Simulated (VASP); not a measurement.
Wanted: the native input for a VASP 6.6.1 run.

```
Task                   : single point
Functional             : revPBE
Potentials or basis    : VASP PAW PBE potentials, release 64 (P)
Cutoff                 : 520 eV
k mesh                 : 9 × 9 × 14
Occupations            : fermi-dirac, width 0.1 eV
Spin                   : no spin polarisation
Dipole correction      : no
Further INCAR settings : ALGO = Normal; EDIFF = 1e-07; NBANDS = 14
```

The structure of P lies in POSCAR:

```
P
1.0
    4.6446139597      0.0000000000      0.0000000000
   -2.3223069799      4.0223536799      0.0000000000
    0.0000000000      0.0000000000      2.6162923675
P
3
Direct
    0.0000000000      0.0000000000      0.0000000000
    0.3333333333      0.6666666667      0.5000000000
    0.6666666667      0.3333333333      0.5000000000
```

This cell differs from its parent crystal: volume scaled by 1.12.

One way to write it, as run:

INCAR

```
SYSTEM = P
ALGO = Normal
EDIFF = 1E-7
ENCUT = 520
GGA = RE
ISIF = 2
ISMEAR = -1
LASPH = .True.
LCHARG = .True.
LELF = .True.
LREAL = .False.
LVHAR = .True.
LWAVE = .False.
NBANDS = 14
NELM = 100
PREC = Accurate
SIGMA = 0.1
```

KPOINTS

```
k-points
0
Gamma
  9 9 14
  0 0 0
```

Potentials or basis: VASP PAW PBE potentials, release 64 (P).

Run with:

```console
$ cat potpaw_PBE.64/P/POTCAR > POTCAR
$ mpirun -np 1 vasp_std > vasp.out
```

It gave:

```yaml
Pressure: -8.6 GPa
```

Caveat: the PAW data sets were made with another functional, which shifts forces and pressure a little.

Wall time 42 s on 1 thread of Intel(R) Xeon(R) Platinum 8488C (Sapphire Rapids), with other jobs on the host, peak memory 0.18 GiB.
